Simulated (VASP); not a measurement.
Runs of VASP 6.6.1 on MgO2. The structure is that of space group R-3m (No. 166), or close to it. The cells are those of the table. 

| cell | gap on the mesh (eV) | pressure (GPa) | largest force (eV/Å) |
| --- | --- | --- | --- |
| a = 3.909 Å, angles 48.5°, 3 atoms | (b) | -2.2 | 0.32 |
| a = 3.836 Å, angles 47.9°, 3 atoms | 2.78 | 8.5 | 0.38 |
| a = 3.883 Å, angles 47.3°, 3 atoms | 2.44 | (c) | 0.12 |
| a = 3.896 Å, angles 47.9°, 3 atoms | (a) | 1.1 | 0.11 |
| a = 3.849 Å, angles 48.5°, 3 atoms | 2.82 | 4.4 | 0.62 |

Alike in all rows: task single point; level PBEsol; potentials or basis VASP PAW PBE potentials, release 64 (Mg, O); no spin polarisation; k mesh 12 × 12 × 12; cutoff (eV) 520; smearing gaussian 0.05 eV.

Task: Fill in the values left out.

Result: (a) 2.48; (b) 2.52; (c) 4.9.

Caveats: the PAW data sets were made with another functional, which shifts forces and pressure a little.

A k mesh can miss the band edges.
